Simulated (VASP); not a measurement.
**MgO (rock salt type): single point with PBE**

The system is MgO (rock salt type).

```xyz
2
Lattice="0.0000 2.1271 2.1271 2.1271 0.0000 2.1271 2.1271 2.1271 0.0000" Properties=species:S:1:pos:R:3 pbc="T T T"
Mg    0.0000    0.0000    0.0000
O     2.1271    2.1271    2.1271
```

```
Program                : VASP 6.6.1
Task                   : single point
Functional             : PBE
Potentials or basis    : VASP PAW PBE potentials, release 64 (Mg, O)
Cutoff                 : 520 eV
k mesh                 : 44 × 44 × 44
Occupations            : fermi-dirac, width 0.0612256 eV
Spin                   : no spin polarisation
Dipole correction      : no
Further INCAR settings : ALGO = Normal; EDIFF = 1e-06; NBANDS = 11
```

```yaml
Pressure: -0.8 GPa
Band_gap_on_the_k_mesh: 4.44 eV
```

Levels at points of the mesh, in eV from the valence-band top:
```tsv
k point	band 2	band 3	band 4	band 5	band 6	band 7
(0.00, 0.00, 0.00)	0.00	0.00	0.00	4.44	15.63	15.63
(0.50, 0.00, 0.00)	-4.49	-0.62	-0.62	7.71	12.27	16.00
(0.50, 0.50, 0.00)	-3.96	-1.31	-1.31	9.08	9.65	12.78
```

Wall time 5 min on 1 thread of AMD EPYC 7R13 Processor (Zen 3), with other jobs on the host, peak memory 0.54 GiB.

A k mesh can miss the band edges.
